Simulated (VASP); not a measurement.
# InSe: single point with PBEsol

Crystal: InSe.

```xyz
4
Lattice="5.7476 -2.0269 0.0000 5.7476 2.0269 0.0000 -1.6999 0.0000 4.7069" Properties=species:S:1:pos:R:3 pbc="T T T"
In   10.1305    0.0000    0.2205
In   -0.3352    0.0000    4.4864
Se    6.4604    0.0000    3.1487
Se    3.3350    0.0000    1.5582
```

```yaml
Program: VASP 6.6.1
Task: single point
Functional: PBEsol
Potentials_or_basis: VASP PAW PBE potentials, release 64 (In_d, Se)
Cutoff: 520 eV
k_mesh: 7 × 7 × 6
Occupations: fermi-dirac, width 0.05 eV
Spin: no spin polarisation
```

```
Pressure               : 1.1 GPa
Largest force          : 0.415 eV/Å
Band gap on the k mesh : 1.14 eV, indirect (least direct gap 1.28 eV)
```

Forces in eV/Å, atoms in the order of the input:
```
In   0.174  0.000 -0.053
In  -0.174  0.000  0.053
Se   0.032  0.000 -0.414
Se  -0.032  0.000  0.414
```

Stress tensor (GPa, compression positive):
```
1.08 0.00 0.09
0.00 1.20 0.00
0.09 0.00 0.94
```

Levels at points of the mesh, in eV from the valence-band top:
```tsv
k point	band 17	band 18	band 19	band 20	band 21	band 22
(0.00, 0.00, 0.00)	-2.07	-1.44	-1.18	2.77	3.00	3.63
(0.00, 0.00, 0.50)	-1.54	-1.10	-0.39	1.14	2.09	3.63
```

It took 9.1 min on 1 thread of Intel Xeon 6975P-C (shared host), peak memory 0.43 GiB.

Caveat: the PAW data sets were made with another functional, which shifts forces and pressure a little; spin-orbit coupling is left out, which moves the levels of the heavy elements. PBEsol gaps usually lie below the measured ones, often by a third to a half.
